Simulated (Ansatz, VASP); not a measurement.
## Cd: VASP beside Ansatz

```xyz
3
Lattice="4.4891 0.0000 0.0000 -2.2446 3.8877 0.0000 0.0000 0.0000 4.4223" Properties=species:S:1:pos:R:3 pbc="T T T"
Cd    1.5026    0.0000    1.4741
Cd   -0.7513    1.3013    2.9482
Cd    1.4933    2.5864    0.0000
```

Alike in both runs: functional PBE; k mesh 6 × 6 × 4; occupations gaussian, width 0.1 eV; no spin polarisation.

Ansatz relaxed the structure, and its values are those at the end. VASP's run is a single point on that final structure, the one shown.

|  | VASP | Ansatz |
| --- | --- | --- |
| version | VASP 6.6.1 | Ansatz 0.2.0 |
| potentials or method | VASP PAW PBE potentials, release 64 (Cd), cutoff 520 eV | scalar-relativistic, plane waves, PAW |
| valence electrons in the cell | 36 | 60 |

Ansatz gave:

- gap on the k mesh at the Fermi level (eV): none
- pressure (GPa): 0.2
- rms of the force components (eV/Å): 0.013

Q: Which values does VASP return?

A: gap on the k mesh at the Fermi level (eV): none; pressure (GPa): 0.4; rms of the force components (eV/Å): 0.014.

A gap of «none» marks a metal or a gap that the smearing closes. VASP's potentials hold 36 valence electrons a cell and Ansatz's 60, so a difference there can come from the potentials and not from the codes.
